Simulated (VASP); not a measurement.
# SiC (F-43m) in VASP: notebook

SiC is run at these levels: PBEsol; tasks: elastic constants.

All numbers are computed with VASP 6.6.1; they aren't measurements. Logs are shortened: lines on timing, memory, paths and dates and some standing lists are left out, and cuts for length are marked.

### 1 The cell of the first run

The structure is cubic, space group F-43m (No. 216). Conventional cell: a = 4.350 Å, b = 4.350 Å, c = 4.350 Å, α = 90.00°, β = 90.00°, γ = 90.00°. Within 2.5 Å of Si (site symmetry -43m) lie 4 C at 1.88 Å. Within 2.5 Å of C (site symmetry -43m) lie 4 Si at 1.88 Å.

### 2 Elastic constants, PBEsol

INCAR reads:

```
PREC = Accurate
ENCUT = 600
EDIFF = 1E-8
ISMEAR = 0
SIGMA = 0.01
LREAL = F
LASPH = T
NELM = 100
ALGO = Normal
ISIF = 3
LWAVE = F
LCHARG = T
GGA = PS
NBANDS = 11
IBRION = 6
NFREE = 2
POTIM = 0.015
NSW = 1
```

KPOINTS reads:

```
Automatic mesh
0
Gamma
  10 10 10
```

POSCAR reads:

```
SiC
1.0
    0.0000000000      2.1752060498      2.1752060498
    2.1752060498      0.0000000000      2.1752060498
    2.1752060498      2.1752060498      0.0000000000
Si C
1 1
Direct
    0.0000000000      0.0000000000      0.0000000000
    0.7500000000      0.7500000000      0.7500000000
```

Potentials or basis: VASP PAW PBE potentials, release 64 (Si, C).

The run is started by

```
$ cat potpaw_PBE.64/Si/POTCAR potpaw_PBE.64/C/POTCAR > POTCAR
$ mpirun -np 1 vasp_std > vasp.out
```

OUTCAR:

```text
PREC = Accurate
   ENCUT = 600
   EDIFF = 1E-8
   ISMEAR = 0
   LREAL = F
   LASPH = T
   NELM = 100
   ISIF = 3
   GGA = PS
   IBRION = 6
   NFREE = 2
   POTIM = 0.015
   NSW = 1

 ion  position               nearest neighbor table
   1  0.000  0.000  0.000-   2 1.88   2 1.88   2 1.88   2 1.88
   2  0.750  0.750  0.750-   1 1.88   1 1.88   1 1.88   1 1.88

  LATTYP: Found a face centered cubic cell.
 ALAT       =     4.3504120996

  Lattice vectors:

 A1 = (   0.0000000000,   2.1752060498,   2.1752060498)
 A2 = (   2.1752060498,   0.0000000000,   2.1752060498)
 A3 = (   2.1752060498,   2.1752060498,   0.0000000000)

Analysis of symmetry for initial positions (statically):
=====================================================================
 Subroutine PRICEL returns:
 Original cell was already a primitive cell.

 Routine SETGRP: Setting up the symmetry group for a
 face centered cubic supercell.

 Subroutine GETGRP returns: Found 24 space group operations
 (whereof 24 operations were pure point group operations)
 out of a pool of 48 trial point group operations.

The static configuration has the point symmetry T_d .

Analysis of symmetry for dynamics (positions and initial velocities):
=====================================================================
 Subroutine PRICEL returns:
 Original cell was already a primitive cell.

 Routine SETGRP: Setting up the symmetry group for a
 face centered cubic supercell.

 Subroutine GETGRP returns: Found 24 space group operations
 (whereof 24 operations were pure point group operations)
 out of a pool of 48 trial point group operations.

The dynamic configuration has the point symmetry T_d .

 Subroutine INISYM returns: Found 24 space group operations
 (whereof 24 operations are pure point group operations),
 and found     1 'primitive' translations

----------------------------------------------------------------------------------------

                                     Primitive cell

  volume of cell :      20.5841

  direct lattice vectors                    reciprocal lattice vectors
     0.000000000  2.175206050  2.175206050    -0.229863281  0.229863281  0.229863281
     2.175206050  0.000000000  2.175206050     0.229863281 -0.229863281  0.229863281
     2.175206050  2.175206050  0.000000000     0.229863281  0.229863281 -0.229863281

  length of vectors
     3.076205897  3.076205897  3.076205897     0.398134882  0.398134882  0.398134882

  position of ions in fractional coordinates (direct lattice)
     0.000000000  0.000000000  0.000000000
     0.750000000  0.750000000  0.750000000

  ion indices of the primitive-cell ions
   primitive index   ion index
                 1           1
                 2           2

----------------------------------------------------------------------------------------

 KPOINTS: Automatic mesh

Automatic generation of k-mesh.
 Grid dimensions read from file:
 generate k-points for:   10   10   10

 Generating k-lattice:

  Cartesian coordinates                     Fractional coordinates (reciprocal lattice)
    -0.022986328  0.022986328  0.022986328     0.100000000  0.000000000  0.000000000
     0.022986328 -0.022986328  0.022986328     0.000000000  0.100000000  0.000000000
     0.022986328  0.022986328 -0.022986328     0.000000000  0.000000000  0.100000000

  Length of vectors
     0.039813488  0.039813488  0.039813488

  Shift w.r.t. Gamma in fractional coordinates (k-lattice)
     0.000000000  0.000000000  0.000000000

 Subroutine IBZKPT returns following result:
 ===========================================

 Found     47 irreducible k-points:

 Following reciprocal coordinates:
            Coordinates               Weight
  0.000000  0.000000  0.000000      1.000000
  0.100000  0.000000  0.000000      8.000000
  0.200000  0.000000  0.000000      8.000000
  0.300000  0.000000  0.000000      8.000000
  0.400000  0.000000  0.000000      8.000000
  0.500000  0.000000  0.000000      4.000000
[... 16 lines left out ...]
  0.300000  0.300000  0.000000      6.000000
  0.400000  0.300000  0.000000     24.000000
[... 38 lines left out ...]
     AMIX     =   0.40;   BMIX     =  1.00
     AMIX_MAG =   1.60;   BMIX_MAG =  1.00
  volume/ion in A,a.u.               =      10.29        69.45
  Fermi-wavevector in a.u.,A,eV,Ry     =   1.194706  2.257667 19.419905  1.427323
  Thomas-Fermi vector in A             =   2.330690
   LORBIT       =      0    0 simple, 1 ext, 2 COOP (PROOUT), +10 PAW based schemes
   GGA     = PS    functional components
   LHFCALC =     F    Hartree Fock is set to
   AEXX    =    0.0000 exact exchange contribution
   IVDW    =     0    specifies the selected vdW correction
   LEPSILON=     F    determine dielectric tensor
   LRPA    =     F    only Hartree local field effects (RPA)
 finite differences with symmetry
 non-spin polarized calculation
 Gauss-broadening in eV      SIGMA  =   0.01
  energy-cutoff  :      600.00
  volume of cell :       20.58
 maximum number of plane-waves:       701
 NGX is ok and might be reduce to    28
   NGX = 13   NGY = 13   NGZ = 13

--------------------------------------- Ionic step        1  -------------------------------------------

 number of electron       8.0000000 magnetization

 Free energy of the ion-electron system (eV)
  ---------------------------------------------------
  ext. energy  EPLUGINS =         0.00000000
  ---------------------------------------------------
  free energy    TOTEN  =       -15.91559921 eV

  energy without entropy =      -15.91559921  energy(sigma->0) =      -15.91559921

------------------------ aborting loop because EDIFF is reached ----------------------------------------

  FORCE on cell =-STRESS in cart. coord.  units (eV):
  Direction    XX          YY          ZZ          XY          YZ          ZX
  --------------------------------------------------------------------------------------
  -------------------------------------------------------------------------------------
  Total        0.1554344      0.1554344      0.1554344     -0.0000000     -0.0000000      0.0000000
  in kB       12.0983604     12.0983604     12.0983604     -0.0000000     -0.0000000      0.0000000
  external PRESSURE =      12.0983604 kB  Pullay stress =       0.0000000 kB
[... 89 lines left out ...]
  FREE ENERGIE OF THE ION-ELECTRON SYSTEM (eV)
  ---------------------------------------------------
  free  energy   TOTEN  =       -15.9075611429 eV

  energy  without entropy=      -15.9075611429  energy(sigma->0) =      -15.90756114

[... ionic steps 4 to 14 ...]

--------------------------------------- Ionic step       15  -------------------------------------------

 number of electron       8.0000000 magnetization

------------------------ aborting loop because EDIFF is reached ----------------------------------------
[... 67 lines left out ...]
--------------------------------------- Ionic step       17  -------------------------------------------

 number of electron       8.0000000 magnetization

 Free energy of the ion-electron system (eV)
  ---------------------------------------------------
  ext. energy  EPLUGINS =         0.00000000
  ---------------------------------------------------
  free energy    TOTEN  =       -15.91341810 eV

  energy without entropy =      -15.91341810  energy(sigma->0) =      -15.91341810

 E-fermi :   8.2521     XC(G=0): -11.5273

 val. band max:        8.1850010294   @ k =   0.0000   0.0000   0.0000
 cond. band min:       9.3435634319   @ k =   0.5000   0.5000   0.0000
 fundamental gap:      1.1585624025
 Fermi energy:         8.2520539368

 k-point     1 :       0.0000    0.0000    0.0000
  band No.  band energies     occupation
      1      -7.3506      2.00000
      2       8.0430      2.00000
      3       8.1152      2.00000
      4       8.1850      2.00000
      5      14.3613      0.00000
      6      15.3656      0.00000
      7      15.3937      0.00000
      8      15.4237      0.00000
      9      22.6018      0.00000
     10      22.6021      0.00000
     11      24.4577      0.00000
[... 309 lines left out ...]
 k-point    24 :       0.4000    0.3000    0.0000
  band No.  band energies     occupation
      1      -4.1790      2.00000
      2       2.5428      2.00000
      3       4.8948      2.00000
      4       5.4625      2.00000
      5      10.8796      0.00000
      6      13.6452      0.00000
      7      19.7184      0.00000
      8      20.0058      0.00000
      9      21.8732      0.00000
     10      26.2071      0.00000
     11      29.3123      0.00000

 [... further k-points ...]

------------------------ aborting loop because EDIFF is reached ----------------------------------------

  FORCE on cell =-STRESS in cart. coord.  units (eV):
  Direction    XX          YY          ZZ          XY          YZ          ZX
  --------------------------------------------------------------------------------------
  -------------------------------------------------------------------------------------
  Total        0.1551414      0.1607105      0.1607105      0.0000000     -0.1328887      0.0000000
  in kB       12.0755555     12.5090276     12.5090276      0.0000000    -10.3434987      0.0000000
  external PRESSURE =      12.3645369 kB  Pullay stress =       0.0000000 kB
[... 17 lines left out ...]
  FREE ENERGIE OF THE ION-ELECTRON SYSTEM (eV)
  ---------------------------------------------------
  free  energy   TOTEN  =       -15.9134180993 eV

  energy  without entropy=      -15.9134180993  energy(sigma->0) =      -15.91341810

 INTERNAL STRAIN TENSORS FROM STRAINED CELLS
 ============================================

 INTERNAL STRAIN TENSOR FOR ION    1 for displacements in x,y,z  (eV/Angst):
          X           Y           Z          XY          YZ          ZX
  --------------------------------------------------------------------------------
  x     0.00000    -0.00000     0.00000    -0.00000    -8.84316     0.00000
  y    -0.00000     0.00000    -0.00000     0.00000     0.00000    -8.84319
  z     0.00000    -0.00000    -0.00000    -8.84314     0.00000     0.00000

 INTERNAL STRAIN TENSORS FROM DISPLACED ATOMS
 ============================================

 INTERNAL STRAIN TENSOR FOR ION    1 for displacements in x,y,z  (eV/Angst):
          X           Y           Z          XY          YZ          ZX
  --------------------------------------------------------------------------------
  x     0.00000    -0.00000    -0.00000     0.00000    -8.83948     0.00000
  y    -0.00000     0.00000    -0.00000     0.00000     0.00000    -8.83948
  z    -0.00000    -0.00000     0.00000    -8.83948     0.00000     0.00000

 INTERNAL STRAIN TENSOR FOR ION    2 for displacements in x,y,z  (eV/Angst):
          X           Y           Z          XY          YZ          ZX
  --------------------------------------------------------------------------------
  x     0.00000     0.00000     0.00000     0.00000     8.84927     0.00000
  y    -0.00000     0.00000    -0.00000     0.00000     0.00000     8.84927
  z     0.00000     0.00000     0.00000     8.84927     0.00000     0.00000

 Eigenvectors and eigenvalues of the dynamical matrix
 ----------------------------------------------------

   1 f  =   23.731385 THz   149.108690 2PiTHz  791.593799 cm-1    98.145078 meV
             X         Y         Z           dx          dy          dz
      0.000000  0.000000  0.000000     0.000000    0.547315    0.000000
      3.262809  3.262809  3.262809     0.000000   -0.836926    0.000000
[... 21 lines left out ...]
   6 f/i=    0.000051 THz     0.000318 2PiTHz    0.001688 cm-1     0.000209 meV
             X         Y         Z           dx          dy          dz
      0.000000  0.000000  0.000000     0.000000    0.000000    0.836926
      3.262809  3.262809  3.262809     0.000000    0.000000    0.547315

--------------------------------------------------------------------------------------------------------

 ELASTIC MODULI CONTR FROM IONIC RELAXATION (kBar)
 Direction    XX          YY          ZZ          XY          YZ          ZX
 --------------------------------------------------------------------------------
 XX          -0.0000     -0.0000     -0.0000     -0.0000      0.0000      0.0000
 YY          -0.0000     -0.0000     -0.0000     -0.0000     -0.0000      0.0000
 ZZ          -0.0000     -0.0000     -0.0000      0.0000     -0.0000      0.0000
 XY          -0.0000     -0.0000      0.0000   -314.0634      0.0000      0.0000
 YZ           0.0000     -0.0000     -0.0000      0.0000   -314.0634      0.0000
 ZX           0.0000      0.0000      0.0000      0.0000      0.0000   -314.0634
 --------------------------------------------------------------------------------

 TOTAL ELASTIC MODULI (kBar)
 Direction    XX          YY          ZZ          XY          YZ          ZX
 --------------------------------------------------------------------------------
 XX        3921.3184   1402.5690   1402.5690     -0.0000     -0.0000      0.0000
 YY        1402.5690   3921.3184   1402.5690     -0.0000     -0.0000      0.0000
 ZZ        1402.5690   1402.5690   3921.3184      0.0000     -0.0000      0.0000
 XY          -0.0000     -0.0000      0.0000   2460.1949      0.0000     -0.0000
 YZ          -0.0000     -0.0000     -0.0000      0.0000   2460.1949     -0.0000
 ZX           0.0000      0.0000      0.0000     -0.0000     -0.0000   2460.1949
 --------------------------------------------------------------------------------
```

Run time: 4.2 min. Hardware: 1 thread of Intel Xeon 6975P-C (Granite Rapids), shared host; peak memory 0.27 GiB.

What came out:

```
Elastic constants C11, C12, C44                         : 392, 140, 246 GPa
Voigt bulk modulus                                      : 224 GPa
Highest phonon frequency at Γ, LO-TO splitting left out : 792 cm⁻¹
```

Phonon frequencies in cm⁻¹ (negative: imaginary):
```csv
q point,frequencies
"(0.000, 0.000, 0.000)",0 0 0 792 792 792
```

Elastic tensor in Voigt notation (GPa, in the Cartesian axes of the cell as first typed):
```
392 140 140   0   0   0
140 392 140   0   0   0
140 140 392   0   0   0
  0   0   0 246   0   0
  0   0   0   0 246   0
  0   0   0   0   0 246
```

Clamped-ion elastic tensor (GPa):
```
392 140 140   0   0   0
140 392 140   0   0   0
140 140 392   0   0   0
  0   0   0 277   0   0
  0   0   0   0 277   0
  0   0   0   0   0 277
```

Caveat: the cell is under stress, which shifts elastic constants; the PAW data sets were made with another functional, which shifts forces and pressure a little.

### 3 Elastic constants, PBEsol

This run uses another cell than the first one, of 10.34 Å³/atom, 1.004 times its volume.

INCAR reads:

```
SYSTEM = SiC
ALGO = Normal
EDIFF = 1E-8
ENCUT = 600
GGA = PS
IBRION = 6
ISIF = 3
ISMEAR = 0
LASPH = .TRUE.
LCHARG = .FALSE.
LREAL = .FALSE.
LWAVE = .FALSE.
NELM = 100
NFREE = 2
NSW = 1
POTIM = 0.015
PREC = Accurate
SIGMA = 0.01
```

KPOINTS reads:

```
k-points
0
G
  10 10 10
  0 0 0
```

POSCAR reads:

```
SiC
1.0
    0.0000000000      2.1784126226      2.1784126226
    2.1784126226      0.0000000000      2.1784126226
    2.1784126226      2.1784126226      0.0000000000
Si C
1 1
Direct
    0.0000000000      0.0000000000      0.0000000000
    0.7500000000      0.7500000000      0.7500000000
```

Potentials or basis: VASP PAW PBE potentials, release 64 (Si, C).

The run is started by

```
$ cat potpaw_PBE.64/Si/POTCAR potpaw_PBE.64/C/POTCAR > POTCAR
$ mpirun -np 1 vasp_std > vasp.out
```

It took 3.6 min on 1 thread of Intel Xeon 6975P-C (Granite Rapids), shared host; peak memory 0.26 GiB.

Results (log left out):

```
Elastic constants C11, C12, C44                         : 389, 137, 244 GPa
Voigt bulk modulus                                      : 221 GPa
Highest phonon frequency at Γ, LO-TO splitting left out : 788 cm⁻¹
```

Phonon frequencies in cm⁻¹ (negative: imaginary):
```tsv
q point	frequencies
(0.000, 0.000, 0.000)	0 0 0 788 788 788
```

Elastic tensor in Voigt notation (GPa, in the Cartesian axes of the cell as first typed):
```
389 137 137   0   0   0
137 389 137   0   0   0
137 137 389   0   0   0
  0   0   0 244   0   0
  0   0   0   0 244   0
  0   0   0   0   0 244
```

Clamped-ion elastic tensor (GPa):
```
389 137 137   0   0   0
137 389 137   0   0   0
137 137 389   0   0   0
  0   0   0 274   0   0
  0   0   0   0 274   0
  0   0   0   0   0 274
```

Caveat: the PAW data sets were made with another functional, which shifts forces and pressure a little.
